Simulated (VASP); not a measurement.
Wanted: the native input for a VASP 6.6.1 run.

* Task: single point
* Functional: LDA
* Potentials or basis: VASP PAW LDA potentials, release 64 (Ga_d, Sb)
* Cutoff: 500 eV
* k mesh: 4 × 4 × 4, shifted
* Occupations: fermi-dirac, width 0.1 eV
* Spin: non-collinear spin, zero start, spin-orbit coupling
* Starting moments: [[0.0, 0.0, 0.0], [0.0, 0.0, 0.0]] μB
* Dipole correction: no
* Further INCAR settings: ALGO = Normal; EDIFF = 1e-06; NBANDS = 30

The structure of GaSb lies in POSCAR:

```
GaSb
1.0
   -1.5559000000      2.6750000000      2.8933100000
    1.5559000000     -2.6750000000      2.8933100000
    1.5559000000      2.6750000000     -2.8933100000
Ga Sb
1 1
Direct
    0.0000000000      0.0000000000      0.0000000000
    0.5000000000      0.5000000000      0.0000000000
```

The input as run:

INCAR

```
SYSTEM = GaSb
PREC = Accurate
ENCUT = 500
EDIFF = 1E-6
ISMEAR = -1
SIGMA = 0.1
LREAL = .FALSE.
LASPH = .TRUE.
NELM = 200
ALGO = Normal
ISIF = 2
LWAVE = .FALSE.
LCHARG = .FALSE.
LNONCOLLINEAR = .TRUE.
MAGMOM = 0 0 0 0 0 0
LORBIT = 11
LSORBIT = .TRUE.
GGA_COMPAT = .FALSE.
LORBMOM = .TRUE.
NBANDS = 30
```

KPOINTS

```
Automatic mesh
0
Gamma
  4 4 4
  0.5 0.5 0.5
```

Potentials or basis: VASP PAW LDA potentials, release 64 (Ga_d, Sb).

Run with:

```console
$ cat potpaw_LDA.64/Ga_d/POTCAR potpaw_LDA.64/Sb/POTCAR > POTCAR
$ mpirun -np 1 vasp_ncl > vasp.out
```

It gave:

```
Pressure                                              : -4.6 GPa
Net moment                                            : 0.00 μB per cell
Valence electrons inside the program's atomic spheres : Ga 11.50; Sb 2.41
```

Caveat: the k points lie up to 0.58 Å⁻¹ apart.

Wall time 71 s on 1 thread of Intel Xeon 8259CL, with other jobs on the host, peak memory 0.26 GiB.
